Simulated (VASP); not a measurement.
Runs of VASP 6.6.1 on Li2Se. The structure is that of space group Fm-3m (No. 225), or close to it. The cells are those of the table. 

| task | cell | gap on the mesh (eV) | pressure (GPa) |
| --- | --- | --- | --- |
| single point | a = 4.329 Å, angles 60.0°, 3 atoms | 3.02 | (a) |
| single point | a = 4.246 Å, angles 60.0°, 3 atoms | 2.97 | 0.0 |
| single point | a = 4.159 Å, angles 60.0°, 3 atoms | 2.92 | 2.3 |
| single point | a = 4.203 Å, angles 60.0°, 3 atoms | (b) | 1.1 |
| relaxation of cell and atoms | relaxed from a = 4.246 Å, angles 60.0°, 3 atoms | 2.98 | 0.0 |

Alike in all rows: level PBE; potentials or basis VASP PAW PBE potentials, release 64 (Li_sv, Se); no spin polarisation; k mesh 8 × 8 × 8; cutoff (eV) 750; smearing gaussian 0.02 eV.

Q: Estimate the missing entries.

A: (a) -1.8; (b) 2.95.

Caveats: the relaxation stopped at its first step, so nothing moved (some runs).

A k mesh can miss the band edges, and the runs leave out spin-orbit coupling on Se.
